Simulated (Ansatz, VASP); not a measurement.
**BaTiO3 in VASP and in Ansatz**

The input INCAR:

```
SYSTEM = BaTiO3
  PREC = Accurate
  ENCUT = 520
  EDIFF = 1E-8
  ISMEAR = -1
  SIGMA = 0.03
  LREAL = .False.
  LASPH = .True.
  NELM = 60
  ALGO = Normal
  ISIF = 2
  LWAVE = .False.
  LCHARG = .False.
  GGA = PS
  LEFG = .True.
  NBANDS = 28
```

KPOINTS

```
regular mesh
0
Gamma
  7 7 7
  0 0 0
```

POSCAR

```
BaTiO3
1.0
    3.9598020000      0.0000000000      0.0000000000
    0.0000000000      3.9598020000      0.0000000000
    0.0000000000      0.0000000000      4.0180000000
Ba Ti O
1 1 3
Direct
    0.0000000000      0.0000000000      0.0000000000
    0.5000000000      0.5000000000      0.5000000000
    0.5000000000      0.5000000000      0.0000000000
    0.5000000000      0.0000000000      0.5000000000
    0.0000000000      0.5000000000      0.5000000000
```

Input for Ansatz:

```yaml
crystal:
  lattice:
    - [3.959802, 0.0, 0.0]
    - [0.0, 3.959802, 0.0]
    - [0.0, 0.0, 4.018]
  atoms:
    - { symbol: Ba, position: [0.0, 0.0, 0.0] }
    - { symbol: Ti, position: [0.5, 0.5, 0.5] }
    - { symbol: O, position: [0.5, 0.5, 0.0] }
    - { symbol: O, position: [0.5, 0.0, 0.5] }
    - { symbol: O, position: [0.0, 0.5, 0.5] }
kpoints:
  mp_grid: { grid: [7, 7, 7] }
scf:
  occupations: { method: fermi_dirac, width: 0.03 }
hamiltonian:
  xc: pbesol
  pseudopotentials: { kind: all_electron, datasets: crystal }
output:
  forces: true
  stress: true
  eigenvalues: true
  efg: { contact_densities: true }
```

Change from the starting cell: equal xx and yy strain of -1 %, crystal datasets.

Alike in both runs: task electric field gradients; functional PBEsol; k mesh 7 × 7 × 7; occupations fermi-dirac, width 0.03 eV; no spin polarisation.

|  | VASP | Ansatz |
| --- | --- | --- |
| version | VASP 6.6.1 | Ansatz 0.2.0 |
| potentials or method | VASP PAW PBE potentials, release 64 (Ba_sv, Ti_sv, O), cutoff 520 eV | all-electron PAW with datasets made for the crystal, scalar-relativistic |

```tsv
	VASP	Ansatz	Ansatz less VASP
gap on the k mesh at the Fermi level (eV)	1.78	1.85	+0.065
pressure (GPa)	0.8	-1.2	-1.93
traceless stress, the component that is largest in VASP (GPa)	-1.99	-1.92	+0.067
size of Vzz on the site where it differs most (V/Å²)	2.8	2.5	-0.34
```

VASP's potentials were made for PBE, not for PBEsol. Ansatz ran all-electron here, and VASP with PAW potentials.

Spin-orbit coupling is off throughout.
